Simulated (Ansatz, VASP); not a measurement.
**One calculation of AsH8NO4, two programs**

Contents of INCAR:

```
SYSTEM = AsH8NO4
ALGO = Normal
EDIFF = 1E-6
ENCUT = 520
GGA = PE
ISIF = 2
ISMEAR = 0
IVDW = 12
LASPH = .TRUE.
LCHARG = .FALSE.
LREAL = Auto
LWAVE = .FALSE.
NBANDS = 62
NELM = 100
PREC = Accurate
SIGMA = 0.02
```

KPOINTS

```
k-points
0
G
  6 6 6
  0 0 0
```

The input POSCAR:

```
AsH8NO4
1.0
   -4.4650082715      4.4650082715      3.7629019900
    4.4650082715     -4.4650082715      3.7629019900
    4.4650082715      4.4650082715     -3.7629019900
H As N O
16 2 2 8
Direct
    0.2949434267      0.4166474639      0.8912252291
    0.5254222347      0.4037181976      0.1087747709
    0.5962818024      0.7050565733      0.1217040371
    0.4550565733      0.8462818024      0.6217040371
    0.5833525361      0.4745777653      0.8782959629
    0.2245777653      0.8333525361      0.3782959629
    0.1537181976      0.7754222347      0.6087747709
    0.1666474639      0.5449434267      0.3912252291
    0.2941583633      0.8995921366      0.9152695510
    0.9843225856      0.3788888123      0.0847304490
    0.6211111877      0.7058416367      0.6054337732
    0.4558416367      0.8711111877      0.1054337732
    0.1004078634      0.0156774144      0.3945662268
    0.7656774144      0.3504078634      0.8945662268
    0.1288888123      0.2343225856      0.5847304490
    0.6495921366      0.5441583633      0.4152695510
    0.7500000000      0.2500000000      0.5000000000
    0.0000000000      0.0000000000      0.0000000000
    0.2500000000      0.7500000000      0.5000000000
    0.5000000000      0.5000000000      0.0000000000
    0.0332240029      0.2930707932      0.6624556243
    0.6306151689      0.3707683786      0.3375443757
    0.6292316214      0.9667759971      0.2598467903
    0.7167759971      0.8792316214      0.7598467903
    0.7069292068      0.3693848311      0.7401532097
    0.1193848311      0.9569292068      0.2401532097
    0.1207683786      0.8806151689      0.8375443757
    0.0430707932      0.2832240029      0.1624556243
```

Input for Ansatz:

```yaml
crystal:
  lattice:
    - [-4.4650082715, 4.4650082715, 3.76290199]
    - [4.4650082715, -4.4650082715, 3.76290199]
    - [4.4650082715, 4.4650082715, -3.76290199]
  atoms:
    - { symbol: H, position: [0.2949434267, 0.4166474639, 0.8912252291] }
    - { symbol: H, position: [0.5254222347, 0.4037181976, 0.1087747709] }
    - { symbol: H, position: [0.5962818024, 0.7050565733, 0.1217040371] }
    - { symbol: H, position: [0.4550565733, 0.8462818024, 0.6217040371] }
    - { symbol: H, position: [0.5833525361, 0.4745777653, 0.8782959629] }
    - { symbol: H, position: [0.2245777653, 0.8333525361, 0.3782959629] }
    - { symbol: H, position: [0.1537181976, 0.7754222347, 0.6087747709] }
    - { symbol: H, position: [0.1666474639, 0.5449434267, 0.3912252291] }
    - { symbol: H, position: [0.2941583633, 0.8995921366, 0.915269551] }
    - { symbol: H, position: [0.9843225856, 0.3788888123, 0.084730449] }
    - { symbol: H, position: [0.6211111877, 0.7058416367, 0.6054337732] }
    - { symbol: H, position: [0.4558416367, 0.8711111877, 0.1054337732] }
    - { symbol: H, position: [0.1004078634, 0.0156774144, 0.3945662268] }
    - { symbol: H, position: [0.7656774144, 0.3504078634, 0.8945662268] }
    - { symbol: H, position: [0.1288888123, 0.2343225856, 0.584730449] }
    - { symbol: H, position: [0.6495921366, 0.5441583633, 0.415269551] }
    - { symbol: As, position: [0.75, 0.25, 0.5] }
    - { symbol: As, position: [0.0, 0.0, 0.0] }
    - { symbol: "N", position: [0.25, 0.75, 0.5] }
    - { symbol: "N", position: [0.5, 0.5, 0.0] }
    - { symbol: O, position: [0.0332240029, 0.2930707932, 0.6624556243] }
    - { symbol: O, position: [0.6306151689, 0.3707683786, 0.3375443757] }
    - { symbol: O, position: [0.6292316214, 0.9667759971, 0.2598467903] }
    - { symbol: O, position: [0.7167759971, 0.8792316214, 0.7598467903] }
    - { symbol: O, position: [0.7069292068, 0.3693848311, 0.7401532097] }
    - { symbol: O, position: [0.1193848311, 0.9569292068, 0.2401532097] }
    - { symbol: O, position: [0.1207683786, 0.8806151689, 0.8375443757] }
    - { symbol: O, position: [0.0430707932, 0.2832240029, 0.1624556243] }
basis:
  ecutwfc: 420
kpoints:
  mp_grid: { grid: [6, 6, 6] }
hamiltonian:
  xc: pbe
  dispersion: d3bj
scf:
  occupations: { method: gaussian, width: 0.02 }
output:
  forces: true
  stress: true
  eigenvalues: true
```

Alike in both runs: task single point; functional PBE; dispersion D3(BJ); k mesh 6 × 6 × 6; occupations gaussian, width 0.02 eV; no spin polarisation.

|  | VASP | Ansatz |
| --- | --- | --- |
| version | VASP 6.6.1 | Ansatz 0.2.0 |
| potentials or method | VASP PAW PBE potentials, release 64 (H, As, N, O), cutoff 520 eV | scalar-relativistic, plane waves, PAW |
| valence electrons in the cell | 84 | 104 |

```csv
,VASP,Ansatz,Ansatz less VASP
gap on the k mesh at the Fermi level (eV),1.75,1.75,+0.005
least direct gap on the mesh (eV),1.75,1.76,+0.005
pressure (GPa),-12.1,-12.2,-0.05
"traceless stress, the component that is largest in VASP (GPa)",4.80,4.95,+0.153
rms of the force components (eV/Å),2.322,2.344,+0.0221
```

Atom by atom the forces differ by 0.028 eV/Å (rms over components). VASP's potentials hold 84 valence electrons a cell and Ansatz's 104, so a difference there can come from the potentials and not from the codes.
